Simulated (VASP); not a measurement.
A run of VASP 6.6.1 is set up as follows.

File INCAR:

```
PREC = Accurate
ENCUT = 520
EDIFF = 1E-6
ISMEAR = 0
SIGMA = 0.05
LREAL = F
LASPH = T
NELM = 80
ALGO = Normal
ISIF = 2
LWAVE = F
LCHARG = T
GGA = PS
LELF = T
LVHAR = T
NBANDS = 16
```

File KPOINTS:

```
Automatic mesh
0
Gamma
  12 12 4
```

The input POSCAR:

```
BN
1.0
    2.4982400000      0.0000000000      0.0000000000
   -1.2491200000      2.1635390000      0.0000000000
    0.0000000000      0.0000000000      6.6357000000
B N
2 2
Direct
    0.3333333333      0.6666666667      0.2500000000
    0.6666666667      0.3333333333      0.7500000000
    0.3333333333      0.6666666667      0.7500000000
    0.6666666667      0.3333333333      0.2500000000
```

Potentials or basis: VASP PAW PBE potentials, release 64 (B, N).

Command:

```console
$ cat potpaw_PBE.64/B/POTCAR potpaw_PBE.64/N/POTCAR > POTCAR
$ mpirun -np 1 vasp_std > vasp.out
```

**Question.** Estimate the pressure.

**Answer.** 2.5 GPa.

**Question.** Estimate the band gap on the k mesh.

**Answer.** 4.18 eV, indirect (least direct gap 4.60 eV).

Stress tensor (GPa, compression positive):
```
3.29 0.00 0.00
0.00 3.29 0.00
0.00 0.00 0.80
```

Caveat: the PAW data sets were made with another functional, which shifts forces and pressure a little; this functional lacks dispersion, which binds the layers, so the pressure and a relaxed spacing across them are unreliable. A k mesh can miss the band edges.
